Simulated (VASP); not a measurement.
Here is a VASP 6.6.1 calculation.

Contents of INCAR:

```
  PREC = Accurate
  ENCUT = 910
  EDIFF = 1E-6
  ISMEAR = -1
  SIGMA = 0.2
  LREAL = False
  LASPH = True
  NELM = 120
  ALGO = Normal
  ISIF = 2
  LWAVE = False
  LCHARG = True
  LELF = True
  LVHAR = True
  NBANDS = 16
  GGA_COMPAT = False
```

The input KPOINTS:

```
Automatic mesh
0
Gamma
  11 11 10
```

File POSCAR:

```
WC
1.0
    2.8732845557      0.0000000000      0.0000000000
   -1.4366422778      2.4883374175      0.0000000000
    0.0000000000      0.0000000000      2.8014466907
W C
1 1
Direct
    0.0000000000      0.0000000000      0.0000000000
    0.6666666667      0.3333333333      0.5000000000
```

Potentials or basis: VASP PAW LDA potentials, release 64 (W_sv, C_h).

Command:

```sh
$ cat potpaw_LDA.64/W_sv/POTCAR potpaw_LDA.64/C_h/POTCAR > POTCAR
$ mpirun -np 1 vasp_std > vasp.out
```

(1) Predict the pressure.

(2) Predict the band gap on the k mesh.

## Answers

(1) 7.7 GPa.

(2) zero (band 9 reaches 12.47 eV, above the bottom of band 10 at 11.18 eV).

Caveat: the cutoff is under 1.25 times the usual one of these potentials, so pressure, stress and relaxed cells hold a basis-set (Pulay) error; spin-orbit coupling is left out, which moves the levels of the heavy elements.
